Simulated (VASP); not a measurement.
A run of VASP 6.6.1:

The input INCAR:

```
PREC = Accurate
ENCUT = 520
EDIFF = 1E-6
ISMEAR = 0
SIGMA = 0.05
LREAL = F
LASPH = T
NELM = 100
ALGO = Normal
ISIF = 2
LWAVE = F
LCHARG = F
GGA = PS
NBANDS = 14
```

File KPOINTS:

```
Automatic mesh
0
Gamma
  8 8 8
```

POSCAR

```
NaCl
1.0
    0.0000000000      3.1786919196      2.2473351872
    3.1786919196      0.0000000000      2.2473351872
    3.1786919196      3.1786919196      0.0000000000
Na Cl
1 1
Direct
    0.0000000000      0.0000000000      0.0000000000
    0.5000000000      0.5000000000      0.5000000000
```

Potentials or basis: VASP PAW PBE potentials, release 64 (Na_pv, Cl).

Run with:

```bash
$ cat potpaw_PBE.64/Na_pv/POTCAR potpaw_PBE.64/Cl/POTCAR > POTCAR
$ mpirun -np 1 vasp_std > vasp.out
```

Hardware: 1 thread of AMD EPYC 7R13 (shared host).

How long does it take, and how much memory?

Run time: 67 s on 1 thread of AMD EPYC 7R13, with other jobs on the host, peak memory 0.15 GiB. Counts: scf iterations 13, k points 59.
